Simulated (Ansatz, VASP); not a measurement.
## SiNi: VASP beside Ansatz

File INCAR:

```
SYSTEM = SiNi
PREC = Accurate ; ENCUT = 520
EDIFF = 1E-7 ; ISMEAR = -1
SIGMA = 0.05 ; LREAL = .False.
LASPH = .True. ; NELM = 150
ALGO = Normal ; ISIF = 2
LWAVE = .False. ; LCHARG = .False.
ISPIN = 2 ; MAGMOM = 0.5 0.5 0.5 0.5 0 0 0 0
LORBIT = 11 ; NUPDOWN = 2.0
LMAXMIX = 4 ; GGA = PS
NBANDS = 42
```

Contents of KPOINTS:

```
regular mesh
0
Gamma
  5 5 5
  0 0 0
```

POSCAR

```
SiNi
1.0
    4.5036940000      0.0000000000      0.0000000000
    0.0000000000      4.5036940000      0.0000000000
    0.0000000000      0.0000000000      4.5036940000
Ni Si
4 4
Direct
    0.1495040000      0.1495040000      0.1495040000
    0.6495040000      0.3504960000      0.8504960000
    0.8504960000      0.6495040000      0.3504960000
    0.3504960000      0.8504960000      0.6495040000
    0.8468300000      0.8468300000      0.8468300000
    0.3468300000      0.6531700000      0.1531700000
    0.1531700000      0.3468300000      0.6531700000
    0.6531700000      0.1531700000      0.3468300000
```

File input.yaml:

```yaml
crystal:
  lattice:
    - [4.503694, 0.0, 0.0]
    - [0.0, 4.503694, 0.0]
    - [0.0, 0.0, 4.503694]
  atoms:
    - { symbol: Ni, position: [0.149504, 0.149504, 0.149504], spin: 0.5 }
    - { symbol: Ni, position: [0.649504, 0.350496, 0.850496], spin: 0.5 }
    - { symbol: Ni, position: [0.850496, 0.649504, 0.350496], spin: 0.5 }
    - { symbol: Ni, position: [0.350496, 0.850496, 0.649504], spin: 0.5 }
    - { symbol: Si, position: [0.84683, 0.84683, 0.84683] }
    - { symbol: Si, position: [0.34683, 0.65317, 0.15317] }
    - { symbol: Si, position: [0.15317, 0.34683, 0.65317] }
    - { symbol: Si, position: [0.65317, 0.15317, 0.34683] }
hamiltonian:
  xc: pbesol
  pseudopotentials: { kind: paw }
magnetization:
  spin_polarized: true
  initial_magnetization: 2.0
  spin_locking: { lock_magnetization: hard }
kpoints:
  mp_grid: { grid: [5, 5, 5] }
scf:
  occupations: { method: fermi_dirac, width: 0.05 }
  lower_state_search: "off"
output:
  forces: true
  stress: true
  eigenvalues: true
```

Alike in both runs: task single point; functional PBEsol; k mesh 5 × 5 × 5; occupations fermi-dirac, width 0.05 eV; collinear spin; fixed moment 2 μB.

|  | VASP | Ansatz |
| --- | --- | --- |
| version | VASP 6.6.1 | Ansatz 0.2.0 |
| potentials or method | VASP PAW PBE potentials, release 64 (Ni, Si) | Ansatz PAW |
| plane-wave cutoff (eV) | 520 | 420 |
| valence electrons in the cell | 56 | 88 |

|  | VASP | Ansatz | Ansatz less VASP |
| --- | --- | --- | --- |
| pressure (GPa) | -2.3 | -2.6 | -0.22 |
| rms of the force components (eV/Å) | 0.030 | 0.030 | +0.0004 |
| net moment per atom (μB) | 0.25 | 0.25 | 0.000 |
| size of the moment on the site where the two differ most (μB) | 0.08 | 0.09 | +0.005 |

VASP's potentials were made for PBE, not for PBEsol. Site moments also hang on the region over which each program counts them. Atom by atom the forces differ by 0.001 eV/Å (rms over components). VASP's potentials hold 56 valence electrons a cell and Ansatz's 88, so a difference there can come from the potentials and not from the codes.
